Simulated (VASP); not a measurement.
A run of VASP 6.6.1 is set up as follows.

Contents of INCAR:

```
  PREC = Accurate
  ENCUT = 500
  EDIFF = 1E-6
  ISMEAR = 0
  SIGMA = 0.02
  LREAL = False
  LASPH = True
  NELM = 120
  ALGO = Normal
  ISIF = 2
  LWAVE = False
  LCHARG = False
  GGA = PE
  NBANDS = 15
  GGA_COMPAT = False
```

File KPOINTS:

```
regular mesh
0
Gamma
  8 8 8
```

File POSCAR:

```
SrTe
1.0
    0.0000000000      3.4351317966      3.4351317966
    3.4351317966      0.0000000000      3.4351317966
    3.4351317966      3.4351317966      0.0000000000
Sr Te
1 1
Direct
    0.0000000000      0.0000000000      0.0000000000
    0.5000000000      0.5000000000      0.5000000000
```

Potentials or basis: VASP PAW PBE potentials, release 64 (Sr_sv, Te).

Run with:

```sh
$ cat potpaw_PBE.64/Sr_sv/POTCAR potpaw_PBE.64/Te/POTCAR > POTCAR
$ mpirun -np 1 vasp_std > vasp.out
```

Problem. What does it give for the band gap on the k mesh?

Solution. 1.91 eV (least direct gap 2.46 eV).

Problem. Predict the pressure.

Solution. -1.8 GPa.

Caveat: the cell differs from its parent crystal (Ba replaced by Sr, lengths x 0.966, strained); spin-orbit coupling is left out, which moves the levels of the heavy elements. A k mesh can miss the band edges.
